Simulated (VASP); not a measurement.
Here is a VASP 6.6.1 calculation.

File POSCAR:

```
Se
1.0
    4.0384519315      0.0000000000      0.0000000000
   -2.0192259658      3.4974019647      0.0000000000
    0.0000000000      0.0000000000      5.1206514004
Se
3
Direct
    0.2487285676      0.0000000000      0.3333333333
    0.0000000000      0.2487285676      0.6666666667
    0.7512714324      0.7512714324      0.0000000000
```

File INCAR.step1:

```
SYSTEM = Se
ALGO = Normal ; EDIFF = 1E-4
ENCUT = 520 ; GGA = PE
ISMEAR = 0 ; LASPH = .TRUE.
LCHARG = .FALSE. ; LREAL = .FALSE.
LWAVE = .TRUE. ; NBANDS = 16
NELM = 60 ; PREC = Accurate
SIGMA = 0.02
```

INCAR.step2

```
SYSTEM = Se
ALGO = Normal ; EDIFF = 1E-6
ENCUT = 520 ; ISIF = 2
ISMEAR = 0 ; ISTART = 1
LASPH = .TRUE. ; LCHARG = .FALSE.
LMIXTAU = .TRUE. ; LREAL = .FALSE.
LWAVE = .FALSE. ; METAGGA = R2SCAN
NBANDS = 16 ; NELM = 60
PREC = Accurate ; SIGMA = 0.02
```

The input KPOINTS:

```
k-points
0
G
  12 12 8
  0 0 0
```

Potentials or basis: VASP PAW PBE potentials, release 64 (Se).

Command:

```bash
$ cat potpaw_PBE.64/Se/POTCAR > POTCAR
$ cp INCAR.step1 INCAR
$ mpirun -np 1 vasp_std > vasp.out
$ cp INCAR.step2 INCAR
$ mpirun -np 1 vasp_std > vasp.out
```

Task: What does it give for the largest force?

Result: 0.314 eV/Å.

Task: Estimate the band gap on the k mesh.

Result: 0.69 eV (least direct gap 0.72 eV).

Task: Estimate the pressure.

Result: 1.9 GPa.

Stress tensor (GPa, compression positive):
```
2.17 0.00 0.00
0.00 2.17 0.00
0.00 0.00 1.34
```

Caveat: the PAW data sets were made with another functional, which shifts forces and pressure a little. A k mesh can miss the band edges.
